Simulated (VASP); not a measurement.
# RbBr (Fm-3m) in VASP: settings compared

The runs below take RbBr through single point, with LDA, PBE.

All numbers are computed with VASP 6.6.1; they aren't measurements. Logs are shortened: lines on timing, memory, paths and dates and some standing lists are left out, and cuts for length are marked.

**1. The cell of the first run**

Symmetry: Fm-3m, No. 225, cubic system. Conventional cell: a = 6.855 Å, b = 6.855 Å, c = 6.855 Å, α = 90.00°, β = 90.00°, γ = 90.00°. Rb (site symmetry m-3m) has 6 Br at 3.43 Å within 4.5 Å. Br (site symmetry m-3m) has 6 Rb at 3.43 Å within 4.5 Å.

**2. Single point, LDA**

File INCAR:

```
PREC     = Accurate       # precision mode
ENCUT    = 520            # plane-wave cutoff, eV
EDIFF    = 1E-6           # SCF threshold, eV
ISMEAR   = -1             # smearing method
SIGMA    = 0.02           # smearing width, eV
LREAL    = False          # projectors in reciprocal space
LASPH    = True           # aspherical terms in the spheres
NELM     = 60             # most SCF steps
ALGO     = Normal         # electronic algorithm
ISIF     = 2              # what is computed and relaxed
LWAVE    = False          # write WAVECAR
LCHARG   = False          # write CHGCAR
GGA      = CA             # functional
NBANDS   = 15             # bands
```

File KPOINTS:

```
Automatic mesh
0
Gamma
  6 6 6
```

File POSCAR:

```
RbBr
1.0
    0.0000000000      3.4275000000      3.4275000000
    3.4275000000      0.0000000000      3.4275000000
    3.4275000000      3.4275000000      0.0000000000
Rb Br
1 1
Direct
    0.0000000000      0.0000000000      0.0000000000
    0.5000000000      0.5000000000      0.5000000000
```

Potentials or basis: VASP PAW LDA potentials, release 64 (Rb_sv, Br).

Run with:

```bash
$ cat potpaw_LDA.64/Rb_sv/POTCAR potpaw_LDA.64/Br/POTCAR > POTCAR
$ mpirun -np 1 vasp_std > vasp.out
```

OUTCAR:

```text
PREC = Accurate
   ENCUT = 520
   EDIFF = 1E-6
   ISMEAR = -1
   LREAL = False
   LASPH = True
   NELM = 60
   ISIF = 2
   GGA = CA

 ion  position               nearest neighbor table
   1  0.000  0.000  0.000-   2 3.43   2 3.43   2 3.43   2 3.43   2 3.43   2 3.43
   2  0.500  0.500  0.500-   1 3.43   1 3.43   1 3.43   1 3.43   1 3.43   1 3.43

  LATTYP: Found a face centered cubic cell.
 ALAT       =     6.8550000000

  Lattice vectors:

 A1 = (   0.0000000000,   3.4275000000,   3.4275000000)
 A2 = (   3.4275000000,   0.0000000000,   3.4275000000)
 A3 = (   3.4275000000,   3.4275000000,   0.0000000000)

Analysis of symmetry for initial positions (statically):
=====================================================================
 Subroutine PRICEL returns:
 Original cell was already a primitive cell.

 Routine SETGRP: Setting up the symmetry group for a
 face centered cubic supercell.

 Subroutine GETGRP returns: Found 48 space group operations
 (whereof 48 operations were pure point group operations)
 out of a pool of 48 trial point group operations.

The static configuration has the point symmetry O_h .

Analysis of symmetry for dynamics (positions and initial velocities):
=====================================================================
 Subroutine PRICEL returns:
 Original cell was already a primitive cell.

 Routine SETGRP: Setting up the symmetry group for a
 face centered cubic supercell.

 Subroutine GETGRP returns: Found 48 space group operations
 (whereof 48 operations were pure point group operations)
 out of a pool of 48 trial point group operations.

The dynamic configuration has the point symmetry O_h .

 Subroutine INISYM returns: Found 48 space group operations
 (whereof 48 operations are pure point group operations),
 and found     1 'primitive' translations

----------------------------------------------------------------------------------------

                                     Primitive cell

  volume of cell :      80.5309

  direct lattice vectors                    reciprocal lattice vectors
     0.000000000  3.427500000  3.427500000    -0.145878920  0.145878920  0.145878920
     3.427500000  0.000000000  3.427500000     0.145878920 -0.145878920  0.145878920
     3.427500000  3.427500000  0.000000000     0.145878920  0.145878920 -0.145878920

  length of vectors
     4.847216985  4.847216985  4.847216985     0.252669702  0.252669702  0.252669702

  position of ions in fractional coordinates (direct lattice)
     0.000000000  0.000000000  0.000000000
     0.500000000  0.500000000  0.500000000
[... 78 lines left out ...]
   PSTRESS=    0.0 pullay stress
   NELECT =      16.0000    total number of electrons
   NUPDOWN=      -1.0000    fix difference up-down
   EMIN   =  10.00;   EMAX   =-10.00  energy-range for DOS
   EFERMI =   0.00;   METHOD = LEGACY
   ISMEAR =    -1;   SIGMA  =   0.02  broadening in eV -4-tet -1-fermi 0-gaus
   EFERMI_NEDOS =   21; number of points for ismear=-14 and -15
   IALGO  =     38    algorithm
   IMIX   =      4    mixing-type and parameters
     AMIX     =   0.40;   BMIX     =  1.00
     AMIX_MAG =   1.60;   BMIX_MAG =  1.00
  volume/ion in A,a.u.               =      40.27       271.72
  Fermi-wavevector in a.u.,A,eV,Ry     =   0.955273  1.805204 12.415941  0.912546
  Thomas-Fermi vector in A             =   2.084095
   LORBIT       =      0    0 simple, 1 ext, 2 COOP (PROOUT), +10 PAW based schemes
   GGA     = CA    functional components
   LHFCALC =     F    Hartree Fock is set to
   AEXX    =    0.0000 exact exchange contribution
   IVDW    =     0    specifies the selected vdW correction
   LEPSILON=     F    determine dielectric tensor
   LRPA    =     F    only Hartree local field effects (RPA)
 non-spin polarized calculation
  energy-cutoff  :      520.00
  volume of cell :       80.53
 maximum number of plane-waves:      2200
   NGX = 17   NGY = 17   NGZ = 17

 number of electron      15.9999999 magnetization

 Free energy of the ion-electron system (eV)
  ---------------------------------------------------
  ext. energy  EPLUGINS =         0.00000000
  ---------------------------------------------------
  free energy    TOTEN  =        -6.69412716 eV

  energy without entropy =       -6.69412716  energy(sigma->0) =       -6.69412716

 E-fermi :  -1.5434     XC(G=0):  -7.7361

 val. band max:       -1.9569133957   @ k =   0.0000   0.0000   0.0000
 cond. band min:       2.0017069468   @ k =   0.0000   0.0000   0.0000
 fundamental gap:      3.9586203425
 Fermi energy:        -1.5433555776

 k-point     1 :       0.0000    0.0000    0.0000
  band No.  band energies     occupation
      1     -26.2286      2.00000
      2     -14.1667      2.00000
      3     -10.3711      2.00000
      4     -10.3711      2.00000
      5     -10.3711      2.00000
      6      -1.9569      2.00000
      7      -1.9569      2.00000
      8      -1.9569      2.00000
      9       2.0017      0.00000
     10       5.0707      0.00000
     11       5.0707      0.00000
     12       5.0707      0.00000
     13       6.0159      0.00000
     14       6.0159      0.00000
[... 257 lines left out ...]
      2     -14.1320      2.00000
      3     -10.5392      2.00000
      4     -10.4790      2.00000
      5     -10.3784      2.00000
      6      -2.3989      2.00000
      7      -2.3947      2.00000
      8      -2.2362      2.00000
      9       4.0504      0.00000
     10       5.5958      0.00000
     11       5.7158      0.00000
     12       6.7445      0.00000
     13       7.8729      0.00000
     14       8.7587      0.00000
     15       9.1307      0.00000

------------------------ aborting loop because EDIFF is reached ----------------------------------------

  FORCE on cell =-STRESS in cart. coord.  units (eV):
  Direction    XX          YY          ZZ          XY          YZ          ZX
  --------------------------------------------------------------------------------------
  -------------------------------------------------------------------------------------
  Total       -0.6021619     -0.6021619     -0.6021619      0.0000000      0.0000000      0.0000000
  in kB      -11.9801291    -11.9801291    -11.9801291      0.0000000      0.0000000      0.0000000
  external PRESSURE =     -11.9801291 kB  Pullay stress =       0.0000000 kB

 VOLUME and BASIS-vectors are now :
 -----------------------------------------------------------------------------
  energy-cutoff  :      520.00
  volume of cell :       80.53
      direct lattice vectors                 reciprocal lattice vectors
     0.000000000  3.427500000  3.427500000    -0.145878920  0.145878920  0.145878920
     3.427500000  0.000000000  3.427500000     0.145878920 -0.145878920  0.145878920
     3.427500000  3.427500000  0.000000000     0.145878920  0.145878920 -0.145878920

 POSITION                                       TOTAL-FORCE (eV/Angst)
 -----------------------------------------------------------------------------------
      0.00000      0.00000      0.00000        -0.000000     -0.000000     -0.000000
      3.42750      3.42750      3.42750         0.000000      0.000000      0.000000
 -----------------------------------------------------------------------------------
    total drift:                                0.000000      0.000000      0.000000

  FREE ENERGIE OF THE ION-ELECTRON SYSTEM (eV)
  ---------------------------------------------------
  free  energy   TOTEN  =        -6.6941271580 eV

  energy  without entropy=       -6.6941271580  energy(sigma->0) =       -6.69412716
```

Wall time 47 s (1 thread of AMD EPYC, shared host); peak memory 0.15 GiB.

Results:

```yaml
Free_energy: -6.6941 eV
Pressure: -1.2 GPa
Band_gap_on_the_k_mesh: 3.96 eV
```

**3. Single point, PBE, non-collinear spin, zero start, spin-orbit coupling**

File INCAR:

```
SYSTEM = RbBr
PREC = Accurate
ENCUT = 520
EDIFF = 1E-6
ISMEAR = -1
SIGMA = 0.02
LREAL = .False.
LASPH = .True.
NELM = 150
ALGO = Normal
ISIF = 2
LWAVE = .False.
LCHARG = .True.
MAGMOM = 0 0 0 0 0 0
LORBIT = 11
LSORBIT = .True.
GGA_COMPAT = .False.
LORBMOM = .True.
GGA = PE
LVHAR = .True.
NBANDS = 28
```

File KPOINTS:

```
regular mesh
0
Gamma
  6 6 6
  0 0 0
```

POSCAR is that of step 2.

Potentials or basis: VASP PAW PBE potentials, release 64 (Rb_sv, Br).

Run with:

```bash
$ cat potpaw_PBE.64/Rb_sv/POTCAR potpaw_PBE.64/Br/POTCAR > POTCAR
$ mpirun -np 1 vasp_ncl > vasp.out
```

Run time: 3.7 min. Hardware: 1 thread of AMD EPYC, shared host; peak memory 0.36 GiB.

Results (log left out):

- Free energy: -6.1497 eV
- Pressure: 1.0 GPa
- Net moment: 0.00 μB per cell
- Valence electrons inside the program's atomic spheres: Rb 7.32; Br 4.90

Moments on the atoms (μB; x, y, z):
```
Rb  0.00 0.00 0.00
Br  0.00 0.00 0.00
```
